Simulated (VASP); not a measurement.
# HfC (rock salt type) (Fm-3m) in VASP: further runs

Runs on HfC (rock salt type). Level: HSE06. Tasks: single point.

All numbers are computed with VASP 6.6.1; they aren't measurements. Logs are shortened: lines on timing, memory, paths and dates and some standing lists are left out, and cuts for length are marked.

**1. The cell of the first run**

The structure is cubic, space group Fm-3m (No. 225). The conventional cell has a = 4.711 Å, b = 4.711 Å, c = 4.711 Å, α = 90.00°, β = 90.00°, γ = 90.00°. Hf (site symmetry m-3m) has 6 C at 2.36 Å within 3.1 Å. C (site symmetry m-3m) has 6 Hf at 2.36 Å within 3.1 Å.

**2. Single point, HSE06**

The input, POSCAR:

```
HfC
1.0
    0.0000000000      2.3555956139      2.3555956139
    2.3555956139      0.0000000000      2.3555956139
    2.3555956139      2.3555956139      0.0000000000
Hf C
1 1
Direct
    0.0000000000      0.0000000000      0.0000000000
    0.5000000000      0.5000000000      0.5000000000
```

The input, INCAR.step1:

```
PREC = Accurate ; ENCUT = 520
EDIFF = 1E-5 ; ISMEAR = -1
SIGMA = 0.1 ; LREAL = F
LASPH = T ; NELM = 80
ALGO = Normal ; ISIF = 2
LWAVE = T ; NBANDS = 14
GGA = PE
```

The input, INCAR.step2:

```
PREC = Accurate ; ENCUT = 520
EDIFF = 1E-6 ; ISMEAR = -1
SIGMA = 0.1 ; LREAL = F
LASPH = T ; NELM = 80
ALGO = Normal ; ISIF = 2
LWAVE = F ; LCHARG = T
GGA = PE ; LHFCALC = T
HFSCREEN = 0.2079 ; PRECFOCK = Normal
LELF = T ; LVHAR = T
NBANDS = 14 ; ISTART = 1
```

The input, KPOINTS:

```
Automatic mesh
0
Gamma
  4 4 4
```

Potentials or basis: VASP PAW PBE potentials, release 64 (Hf_pv, C).

Run with:

```
cat potpaw_PBE.64/Hf_pv/POTCAR potpaw_PBE.64/C/POTCAR > POTCAR
cp INCAR.step1 INCAR
mpirun -np 1 vasp_std > vasp.out
cp INCAR.step2 INCAR
mpirun -np 1 vasp_std > vasp.out
```

OUTCAR:

```text
PREC = Accurate
   ENCUT = 520
   EDIFF = 1E-6
   ISMEAR = -1
   LREAL = F
   LASPH = T
   NELM = 80
   ISIF = 2
   GGA = PE
   LHFCALC = T
   HFSCREEN = 0.2079
   PRECFOCK = Normal
   ISTART = 1

 ion  position               nearest neighbor table
   1  0.000  0.000  0.000-   2 2.36   2 2.36   2 2.36   2 2.36   2 2.36   2 2.36
   2  0.500  0.500  0.500-   1 2.36   1 2.36   1 2.36   1 2.36   1 2.36   1 2.36

  LATTYP: Found a face centered cubic cell.
 ALAT       =     4.7111912278

  Lattice vectors:

 A1 = (   0.0000000000,   2.3555956139,   2.3555956139)
 A2 = (   2.3555956139,   0.0000000000,   2.3555956139)
 A3 = (   2.3555956139,   2.3555956139,   0.0000000000)

Analysis of symmetry for initial positions (statically):
=====================================================================
 Subroutine PRICEL returns:
 Original cell was already a primitive cell.

 Routine SETGRP: Setting up the symmetry group for a
 face centered cubic supercell.

 Subroutine GETGRP returns: Found 48 space group operations
 (whereof 48 operations were pure point group operations)
 out of a pool of 48 trial point group operations.

The static configuration has the point symmetry O_h .

Analysis of symmetry for dynamics (positions and initial velocities):
=====================================================================
 Subroutine PRICEL returns:
 Original cell was already a primitive cell.

 Routine SETGRP: Setting up the symmetry group for a
 face centered cubic supercell.

 Subroutine GETGRP returns: Found 48 space group operations
 (whereof 48 operations were pure point group operations)
 out of a pool of 48 trial point group operations.

The dynamic configuration has the point symmetry O_h .

 Subroutine INISYM returns: Found 48 space group operations
 (whereof 48 operations are pure point group operations),
 and found     1 'primitive' translations

----------------------------------------------------------------------------------------

                                     Primitive cell

  volume of cell :      26.1416

  direct lattice vectors                    reciprocal lattice vectors
     0.000000000  2.355595614  2.355595614    -0.212260541  0.212260541  0.212260541
     2.355595614  0.000000000  2.355595614     0.212260541 -0.212260541  0.212260541
[... 83 lines left out ...]
   ISMEAR =    -1;   SIGMA  =   0.10  broadening in eV -4-tet -1-fermi 0-gaus
   EFERMI_NEDOS =   21; number of points for ismear=-14 and -15
   IALGO  =     38    algorithm
   IMIX   =      1    mixing-type and parameters
     AMIX     =   0.40;   BMIX     =  1.00
     AMIX_MAG =   1.60;   BMIX_MAG =  1.00
  volume/ion in A,a.u.               =      13.07        88.21
  Fermi-wavevector in a.u.,A,eV,Ry     =   1.329454  2.512305 24.047603  1.767449
  Thomas-Fermi vector in A             =   2.458616
   LORBIT       =      0    0 simple, 1 ext, 2 COOP (PROOUT), +10 PAW based schemes
   GGA     = PE    functional components
   LHFCALC =     T    Hartree Fock is set to
   PRECFOCK=normal    Normal, Fast or Accurate (Low or Medium for compatibility)
   ENCUT4O =  -1.0   cutoff for four orbital integrals eV
   NKREDX  =     1    reduce k-point grid by
   NKREDY  =     1    reduce k-point grid by
   NKREDZ  =     1    reduce k-point grid by
   AEXX    =    0.2500 exact exchange contribution
   HFSCREEN=    0.2079 screening length (either q_TF or 0.3 A-1)
   HFSCREENC=   0.2079 screening length for correlation (either q_TF or 0.3 A-1)
   ENCUTFOCK=  -1.0 apply spherical cutoff to Coloumb kernel
   IVDW    =     0    specifies the selected vdW correction
   LEPSILON=     F    determine dielectric tensor
   LRPA    =     F    only Hartree local field effects (RPA)
 non-spin polarized calculation
  energy-cutoff  :      520.00
  volume of cell :       26.14
 maximum number of plane-waves:       725
 NGX is ok and might be reduce to    28
  NGX = 20; NGY = 20; NGZ = 20

 number of electron      14.0000001 magnetization

 Free energy of the ion-electron system (eV)
  ---------------------------------------------------
  ext. energy  EPLUGINS =         0.00000000
  ---------------------------------------------------
  free energy    TOTEN  =       -23.85247589 eV

  energy without entropy =      -23.82624860  energy(sigma->0) =      -23.83936224

 E-fermi :   5.2373     XC(G=0):  -9.9120

 val. band max:        5.1242371713   @ k =   0.5000   0.5000   0.0000
 cond. band min:       5.3245170266   @ k =   0.2500   0.2500   0.0000
 fundamental gap:      0.2002798553
 Fermi energy:         5.2373052813

 k-point     1 :       0.0000    0.0000    0.0000
  band No.  band energies     occupation
      1     -26.5424      2.00000
      2     -26.5424      2.00000
      3     -26.5424      2.00000
      4      -8.3054      2.00000
      5       6.5415      0.00000
      6       6.5415      0.00000
      7       6.5415      0.00000
      8       7.3798      0.00000
      9       7.3798      0.00000
     10       7.3798      0.00000
     11       9.2413      0.00000
     12       9.2413      0.00000
     13      12.8011      0.00000
     14      17.1689      0.00000
[... 105 lines left out ...]
      1     -26.9480      2.00000
      2     -26.9480      2.00000
      3     -26.7762      2.00000
      4      -5.5036      2.00000
      5       2.0746      2.00000
      6       2.2485      2.00000
      7       2.2485      2.00000
      8       9.7310      0.00000
      9       9.7310      0.00000
     10      12.8837      0.00000
     11      12.9769      0.00000
     12      14.2146      0.00000
     13      19.5314      0.00000
     14      20.4143      0.00000

------------------------ aborting loop because EDIFF is reached ----------------------------------------

  FORCE on cell =-STRESS in cart. coord.  units (eV):
  Direction    XX          YY          ZZ          XY          YZ          ZX
  --------------------------------------------------------------------------------------
  -------------------------------------------------------------------------------------
  Total       -1.9704927     -1.9704927     -1.9704927     -0.0000000      0.0000000     -0.0000000
  in kB     -120.7683718   -120.7683718   -120.7683718     -0.0000000      0.0000000     -0.0000000
  external PRESSURE =    -120.7683718 kB  Pullay stress =       0.0000000 kB

 VOLUME and BASIS-vectors are now :
 -----------------------------------------------------------------------------
  energy-cutoff  :      520.00
  volume of cell :       26.14
      direct lattice vectors                 reciprocal lattice vectors
     0.000000000  2.355595614  2.355595614    -0.212260541  0.212260541  0.212260541
     2.355595614  0.000000000  2.355595614     0.212260541 -0.212260541  0.212260541
     2.355595614  2.355595614  0.000000000     0.212260541  0.212260541 -0.212260541

 POSITION                                       TOTAL-FORCE (eV/Angst)
 -----------------------------------------------------------------------------------
      0.00000      0.00000      0.00000        -0.000000     -0.000000      0.000000
      2.35560      2.35560      2.35560         0.000000      0.000000     -0.000000
 -----------------------------------------------------------------------------------
    total drift:                                0.000000      0.000000      0.000000

  FREE ENERGIE OF THE ION-ELECTRON SYSTEM (eV)
  ---------------------------------------------------
  free  energy   TOTEN  =       -23.8524758915 eV

  energy  without entropy=      -23.8262485953  energy(sigma->0) =      -23.83936224
```

OUTCAR.step1:

```text
PREC = Accurate
   ENCUT = 520
   EDIFF = 1E-5
   ISMEAR = -1
   LREAL = F
[... 339 lines left out ...]
      0.00000      0.00000      0.00000         0.000000      0.000000      0.000000
      2.35560      2.35560      2.35560        -0.000000     -0.000000     -0.000000
 -----------------------------------------------------------------------------------
    total drift:                                0.000000      0.000000      0.000000

  FREE ENERGIE OF THE ION-ELECTRON SYSTEM (eV)
  ---------------------------------------------------
  free  energy   TOTEN  =       -20.9493952745 eV

  energy  without entropy=      -20.9168576399  energy(sigma->0) =      -20.93312646
```

It took 2.9 min on 1 thread of AMD EPYC 7R13 (Zen 3), shared host; peak memory 0.22 GiB.

Results:

```
Free energy            : -23.8525 eV
Pressure               : -12.1 GPa
Band gap on the k mesh : zero (band 7 reaches 6.54 eV, above the bottom of band 8 at 5.12 eV)
```

Levels at points of the mesh, in eV from the Fermi level:
```tsv
k point	band 4	band 5	band 6	band 7	band 8	band 9	band 10	band 11
(0.00, 0.00, 0.00)	-13.54	1.30	1.30	1.30	2.14	2.14	2.14	4.00
(0.50, 0.00, 0.00)	-9.69	-6.60	-3.14	-3.14	6.24	6.24	6.77	7.21
(0.50, 0.50, 0.00)	-11.49	-3.06	-1.33	-0.11	-0.11	5.97	7.63	7.63
```

Caveat: the k points lie up to 0.58 Å⁻¹ apart; the PAW data sets were made with another functional, which shifts forces and pressure a little; spin-orbit coupling is left out, which moves the levels of the heavy elements.

**3. Single point, HSE06**

POSCAR is that of step 2.

The input, INCAR.step1:

```
SYSTEM = HfC
PREC = Accurate
ENCUT = 520
EDIFF = 1E-5
ISMEAR = -1
SIGMA = 0.1
LREAL = .FALSE.
LASPH = .TRUE.
NELM = 80
ALGO = Normal
ISIF = 2
LWAVE = .TRUE.
GGA = PE
NBANDS = 14
```

The input, INCAR.step2:

```
SYSTEM = HfC
PREC = Accurate
ENCUT = 520
EDIFF = 1E-6
ISMEAR = -1
SIGMA = 0.1
LREAL = .FALSE.
LASPH = .TRUE.
NELM = 80
ALGO = Normal
ISIF = 2
LWAVE = .FALSE.
LCHARG = .TRUE.
GGA = PE
LHFCALC = .TRUE.
HFSCREEN = 0.2079
PRECFOCK = Normal
LELF = .TRUE.
LVHAR = .TRUE.
ISTART = 1
NBANDS = 14
```

The input, KPOINTS:

```
regular mesh
0
G
  4 4 4
  0 0 0
```

Potentials or basis: VASP PAW PBE potentials, release 64 (Hf_pv, C).

Run with:

```
cat potpaw_PBE.64/Hf_pv/POTCAR potpaw_PBE.64/C/POTCAR > POTCAR
cp INCAR.step1 INCAR
mpirun -np 1 vasp_std > vasp.out
cp INCAR.step2 INCAR
mpirun -np 1 vasp_std > vasp.out
```

Run time: 2.9 min. Hardware: 1 thread of AMD EPYC 7R13 (Zen 3), shared host; peak memory 0.22 GiB.

Results (log left out):

```yaml
Free_energy: -23.8525 eV
Pressure: -12.1 GPa
Band_gap_on_the_k_mesh: zero (band 7 reaches 6.54 eV, above the bottom of band 8 at 5.12 eV)
```

Levels at points of the mesh, in eV from the Fermi level:
| k point | band 3 | band 4 | band 5 | band 6 | band 7 | band 8 | band 9 | band 10 | band 11 | band 12 |
| --- | --- | --- | --- | --- | --- | --- | --- | --- | --- | --- |
| (0.00, 0.00, 0.00) | -31.78 | -13.54 | 1.30 | 1.30 | 1.30 | 2.14 | 2.14 | 2.14 | 4.00 | 4.00 |
| (0.50, 0.00, 0.00) | -31.84 | -9.69 | -6.60 | -3.14 | -3.14 | 6.24 | 6.24 | 6.77 | 7.21 | 12.43 |
| (0.50, 0.50, 0.00) | -32.00 | -11.49 | -3.06 | -1.33 | -0.11 | -0.11 | 5.97 | 7.63 | 7.63 | 9.08 |

Caveat: the k points lie up to 0.58 Å⁻¹ apart; the PAW data sets were made with another functional, which shifts forces and pressure a little; spin-orbit coupling is left out, which moves the levels of the heavy elements.
